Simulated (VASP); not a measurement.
# Pb in VASP: a series of runs

The runs below take Pb through single point, with PBE.

All numbers are computed with VASP 6.6.1; they aren't measurements. Logs are shortened: lines on timing, memory, paths and dates and some standing lists are left out, and cuts for length are marked.

### Step 1. The cell of the first run

The cell holds a sheet with vacuum, 1 atom: a = 4.151 Å, b = 4.151 Å, c = 14.000 Å, α = 90.00°, β = 90.00°, γ = 120.00°.

### Step 2. Single point, PBE

File INCAR:

```
PREC     = Accurate       # precision mode
ENCUT    = 520            # plane-wave cutoff, eV
EDIFF    = 1E-6           # SCF threshold, eV
ISMEAR   = 0              # smearing method
SIGMA    = 0.1            # smearing width, eV
LREAL    = F              # projectors in reciprocal space
LASPH    = T              # aspherical terms in the spheres
NELM     = 100            # most SCF steps
ALGO     = Normal         # electronic algorithm
ISIF     = 2              # what is computed and relaxed
LWAVE    = F              # write WAVECAR
LCHARG   = T              # write CHGCAR
LDIPOL   = T            
IDIPOL   = 3            
DIPOL    = 0.5 0.5 0.500
GGA      = PE             # functional
LELF     = T              # ELF
LVHAR    = T            
LVACPOTAV= T            
NBANDS   = 13             # bands
```

File KPOINTS:

```
regular mesh
0
Gamma
  6 6 1
```

File POSCAR:

```
Pb
1.0
    4.1506590000      0.0000000000      0.0000000000
   -2.0753290000      3.5945760000      0.0000000000
    0.0000000000      0.0000000000     14.0000000000
Pb
1
Direct
    0.0000000000      0.0000000000      0.5000000000
```

Potentials or basis: VASP PAW PBE potentials, release 64 (Pb_d).

Run with:

```console
cat potpaw_PBE.64/Pb_d/POTCAR > POTCAR
mpirun -np 1 vasp_std > vasp.out
```

OUTCAR:

```text
PREC = Accurate
   ENCUT = 520
   EDIFF = 1E-6
   ISMEAR = 0
   LREAL = F
   LASPH = T
   NELM = 100
   ISIF = 2
   GGA = PE

 ion  position               nearest neighbor table
   1  0.000  0.000  0.500-

  LATTYP: Found a hexagonal cell.
 ALAT       =     4.1506590000
 C/A-ratio  =     3.3729583664

  Lattice vectors:

 A1 = (   4.1506590000,   0.0000000000,   0.0000000000)
 A2 = (  -2.0753290000,   3.5945760000,   0.0000000000)
 A3 = (   0.0000000000,   0.0000000000,  14.0000000000)

Analysis of symmetry for initial positions (statically):
=====================================================================
 Subroutine PRICEL returns:
 Original cell was already a primitive cell.

 Routine SETGRP: Setting up the symmetry group for a
 hexagonal supercell.

 Subroutine GETGRP returns: Found 24 space group operations
 (whereof 24 operations were pure point group operations)
 out of a pool of 24 trial point group operations.

The static configuration has the point symmetry D_6h.

Analysis of symmetry for dynamics (positions and initial velocities):
=====================================================================
 Subroutine PRICEL returns:
 Original cell was already a primitive cell.

 Routine SETGRP: Setting up the symmetry group for a
 hexagonal supercell.

 Subroutine GETGRP returns: Found 24 space group operations
 (whereof 24 operations were pure point group operations)
 out of a pool of 24 trial point group operations.

The dynamic configuration has the point symmetry D_6h.

 Subroutine INISYM returns: Found 24 space group operations
 (whereof 24 operations are pure point group operations),
 and found     1 'primitive' translations

----------------------------------------------------------------------------------------

                                     Primitive cell

  volume of cell :     208.8780

  direct lattice vectors                    reciprocal lattice vectors
     4.150659000  0.000000000  0.000000000     0.240925598  0.139098430  0.000000000
    -2.075329000  3.594576000  0.000000000     0.000000000  0.278196928  0.000000000
     0.000000000  0.000000000 14.000000000     0.000000000  0.000000000  0.071428571

  length of vectors
     4.150659000  4.150658632 14.000000000     0.278196903  0.278196928  0.071428571

  position of ions in fractional coordinates (direct lattice)
     0.000000000  0.000000000  0.500000000

  ion indices of the primitive-cell ions
   primitive index   ion index
                 1           1

----------------------------------------------------------------------------------------

 KPOINTS: regular mesh

Automatic generation of k-mesh.
 Grid dimensions read from file:
 generate k-points for:    6    6    1

 Generating k-lattice:

  Cartesian coordinates                     Fractional coordinates (reciprocal lattice)
     0.040154266  0.023183072  0.000000000     0.166666667 -0.000000000  0.000000000
     0.000000000  0.046366155  0.000000000     0.000000000  0.166666667  0.000000000
     0.000000000  0.000000000  0.071428571     0.000000000  0.000000000  1.000000000

  Length of vectors
     0.046366151  0.046366155  0.071428571

  Shift w.r.t. Gamma in fractional coordinates (k-lattice)
     0.000000000  0.000000000  0.000000000

 Subroutine IBZKPT returns following result:
 ===========================================

 Found      7 irreducible k-points:

 Following reciprocal coordinates:
            Coordinates               Weight
  0.000000  0.000000  0.000000      1.000000
  0.166667  0.000000  0.000000      6.000000
  0.333333  0.000000  0.000000      6.000000
  0.500000  0.000000  0.000000      3.000000
  0.166667  0.166667  0.000000      6.000000
  0.333333  0.166667  0.000000     12.000000
  0.333333  0.333333  0.000000      2.000000
   k-points           NKPTS =      7   k-points in BZ     NKDIM =      7   number of bands    NBANDS=     13
   number of dos      NEDOS =    301   number of ions     NIONS =      1
   total plane-waves  NPLWV = 110592
   dimension x,y,z NGX =    32 NGY =   32 NGZ =  108
   dimension x,y,z NGXF=    64 NGYF=   64 NGZF=  216
   ions per type =               1
   NGX,Y,Z   is equivalent  to a cutoff of  12.82, 12.82, 12.82 a.u.
   NGXF,Y,Z  is equivalent  to a cutoff of  25.63, 25.63, 25.65 a.u.
 SYSTEM =  unknown system
   PREC   = accura    normal or accurate (medium, high low for compatibility)
   ISTART =      0    job   : 0-new  1-cont  2-samecut
   ICHARG =      2    charge: 1-file 2-atom 10-const
   ISPIN  =      1    spin polarized calculation?
   LNONCOLLINEAR =      F non collinear calculations
   LSORBIT =      F    spin-orbit coupling
   LASPH  =      T    aspherical Exc in radial PAW
   ENCUT  =  520.0 eV  38.22 Ry    6.18 a.u.   7.72  7.72 26.03*2*pi/ulx,y,z
   NELM   =    100;   NELMIN=  2; NELMDL= -5     # of ELM steps
   EDIFF  = 0.1E-05   stopping-criterion for ELM
   LREAL  =      F    real-space projection
   EDIFFG = 0.1E-04   stopping-criterion for IOM
   NSW    =      0    number of steps for IOM
   IBRION =     -1    ionic relax: 0-MD 1-quasi-New 2-CG
   NFREE  =      0    steps in history (QN), initial steepest desc. (CG)
   ISIF   =      2    stress and relaxation
   ISYM   =      2    0-nonsym 1-usesym 2-fastsym
   POTIM  = 0.5000    time-step for ionic-motion
   TEBEG  =    0.0;   TEEND  =   0.0 temperature during run
   PSTRESS=    0.0 pullay stress
   NELECT =      14.0000    total number of electrons
   NUPDOWN=      -1.0000    fix difference up-down
   EMIN   =  10.00;   EMAX   =-10.00  energy-range for DOS
   EFERMI =   0.00;   METHOD = LEGACY
   ISMEAR =     0;   SIGMA  =   0.10  broadening in eV -4-tet -1-fermi 0-gaus
   EFERMI_NEDOS =   21; number of points for ismear=-14 and -15
   IALGO  =     38    algorithm
   IMIX   =      4    mixing-type and parameters
     AMIX     =   0.40;   BMIX     =  1.00
     AMIX_MAG =   1.60;   BMIX_MAG =  1.00
  volume/ion in A,a.u.               =     208.88      1409.58
  Fermi-wavevector in a.u.,A,eV,Ry     =   0.664997  1.256663  6.016789  0.442221
  Thomas-Fermi vector in A             =   1.738857
   LORBIT       =      0    0 simple, 1 ext, 2 COOP (PROOUT), +10 PAW based schemes
   GGA     = PE    functional components
   LHFCALC =     F    Hartree Fock is set to
   AEXX    =    0.0000 exact exchange contribution
   IVDW    =     0    specifies the selected vdW correction
   LEPSILON=     F    determine dielectric tensor
   LRPA    =     F    only Hartree local field effects (RPA)
 non-spin polarized calculation
 Gauss-broadening in eV      SIGMA  =   0.10
  energy-cutoff  :      520.00
  volume of cell :      208.88
 maximum number of plane-waves:      5650
 NGX is ok and might be reduce to    32
   NGX = 15   NGY = 15   NGZ = 53

 dipolmoment           0.000000      0.000000     -0.000000 electrons x Angstroem

 number of electron      13.9999999 magnetization

 dipolmoment           0.000000      0.000000      0.000000 electrons x Angstroem

 Free energy of the ion-electron system (eV)
  ---------------------------------------------------
  ext. energy  EPLUGINS =         0.00000000
  ---------------------------------------------------
  free energy    TOTEN  =        -2.23753385 eV

  energy without entropy =       -2.22054009  energy(sigma->0) =       -2.22903697

 E-fermi :  -2.1235     XC(G=0):  -2.8266

 val. band max:       -2.6081946454   @ k =   0.1667   0.0000   0.0000
 cond. band min:      -2.1029469791   @ k =   0.1667   0.1667   0.0000
 fundamental gap:      0.5052476663
 Fermi energy:        -2.1234528599

 k-point     1 :       0.0000    0.0000    0.0000
  band No.  band energies     occupation
      1     -19.5682      2.00000
      2     -19.5035      2.00000
      3     -19.5035      2.00000
      4     -19.4176      2.00000
      5     -19.4176      2.00000
      6     -11.0125      2.00000
      7      -2.8847      2.00000
      8       0.6890      0.00000
      9       1.3627      0.00000
     10       1.3627      0.00000
     11       1.9103      0.00000
     12       2.2609      0.00000
     13       4.2886      0.00000

 k-point     2 :       0.1667    0.0000    0.0000
  band No.  band energies     occupation
      1     -19.5623      2.00000
      2     -19.5084      2.00000
      3     -19.5048      2.00000
      4     -19.4183      2.00000
      5     -19.4061      2.00000
      6     -10.8111      2.00000
      7      -2.6082      2.00000
      8      -0.6394      0.00000
      9       0.9289      0.00000
     10       1.1231      0.00000
     11       2.1960      0.00000
     12       2.6779      0.00000
     13       4.9532      0.00000

 k-point     3 :       0.3333    0.0000    0.0000
  band No.  band energies     occupation
      1     -19.5516      2.00000
      2     -19.5181      2.00000
      3     -19.5072      2.00000
      4     -19.4187      2.00000
      5     -19.3829      2.00000
      6     -10.3283      2.00000
      7      -2.7895      2.00000
      8      -1.8896      0.00094
      9       0.2555      0.00000
     10       2.0397      0.00000
     11       2.7605      0.00000
     12       3.5258      0.00000
     13       4.0479      0.00000

 k-point     4 :       0.5000    0.0000    0.0000
  band No.  band energies     occupation
      1     -19.5470      2.00000
      2     -19.5229      2.00000
      3     -19.5084      2.00000
      4     -19.4183      2.00000
      5     -19.3713      2.00000
      6     -10.0256      2.00000
      7      -3.6934      2.00000
      8      -1.3548      0.00000
      9      -0.0233      0.00000
     10       2.2907      0.00000
     11       3.1272      0.00000
     12       3.8044      0.00000
     13       4.0218      0.00000

 k-point     5 :       0.1667    0.1667    0.0000
  band No.  band energies     occupation
      1     -19.5537      2.00000
      2     -19.5148      2.00000
      3     -19.5075      2.00000
      4     -19.4166      2.00000
      5     -19.3913      2.00000
      6     -10.4639      2.00000
      7      -2.1029      0.77182
      8      -2.0823      0.56057
      9      -0.2187      0.00000
     10       1.7554      0.00000
     11       2.6844      0.00000
     12       3.3355      0.00000
     13       4.6022      0.00000

 k-point     6 :       0.3333    0.1667    0.0000
  band No.  band energies     occupation
      1     -19.5453      2.00000
      2     -19.5205      2.00000
      3     -19.5108      2.00000
      4     -19.4118      2.00000
      5     -19.3796      2.00000
      6     -10.0387      2.00000
      7      -3.2609      2.00000
      8      -1.3884      0.00000
      9      -1.1800      0.00000
     10       2.6901      0.00000
     11       3.0172      0.00000
     12       4.3342      0.00000
     13       4.5420      0.00000

 k-point     7 :       0.3333    0.3333    0.0000
  band No.  band energies     occupation
      1     -19.5412      2.00000
      2     -19.5172      2.00000
      3     -19.5172      2.00000
      4     -19.3936      2.00000
      5     -19.3936      2.00000
      6      -9.8842      2.00000
      7      -2.7172      2.00000
      8      -2.7172      2.00000
      9      -1.0862      0.00000
     10       3.2109      0.00000
     11       3.2109      0.00000
     12       4.3925      0.00000
     13       4.7546      0.00000

------------------------ aborting loop because EDIFF is reached ----------------------------------------

  FORCE on cell =-STRESS in cart. coord.  units (eV):
  Direction    XX          YY          ZZ          XY          YZ          ZX
  --------------------------------------------------------------------------------------
  -------------------------------------------------------------------------------------
  Total       -2.7665504     -2.7665502     -0.0147195     -0.0000004      0.0000000      0.0000000
  in kB      -21.2205386    -21.2205370     -0.1129044     -0.0000030      0.0000000      0.0000000
  external PRESSURE =     -14.1846600 kB  Pullay stress =       0.0000000 kB

 VOLUME and BASIS-vectors are now :
 -----------------------------------------------------------------------------
  energy-cutoff  :      520.00
  volume of cell :      208.88
      direct lattice vectors                 reciprocal lattice vectors
     4.150659000  0.000000000  0.000000000     0.240925598  0.139098430  0.000000000
    -2.075329000  3.594576000  0.000000000     0.000000000  0.278196928  0.000000000
     0.000000000  0.000000000 14.000000000     0.000000000  0.000000000  0.071428571

 POSITION                                       TOTAL-FORCE (eV/Angst)
 -----------------------------------------------------------------------------------
      0.00000      0.00000      7.00000         0.000000      0.000000      0.000000
 -----------------------------------------------------------------------------------
    total drift:                                0.000000     -0.000000      0.000000

  FREE ENERGIE OF THE ION-ELECTRON SYSTEM (eV)
  ---------------------------------------------------
  free  energy   TOTEN  =        -2.2375338511 eV

  energy  without entropy=       -2.2205400852  energy(sigma->0) =       -2.22903697

 vacuum level on the upper side and lower side of the slab         1.689         1.689
```

It took 25 s on 1 thread of Intel Xeon Platinum 8488C (Sapphire Rapids), shared host; peak memory 0.3 GiB.

What came out:

```yaml
Free_energy: -2.2375 eV
Band_gap_on_the_k_mesh: zero (band 7 reaches -2.10 eV, above the bottom of band 8 at -2.72 eV)
```

Caveat: spin-orbit coupling is left out, which moves the levels of the heavy elements.

(Continued in part 2 of 2.)
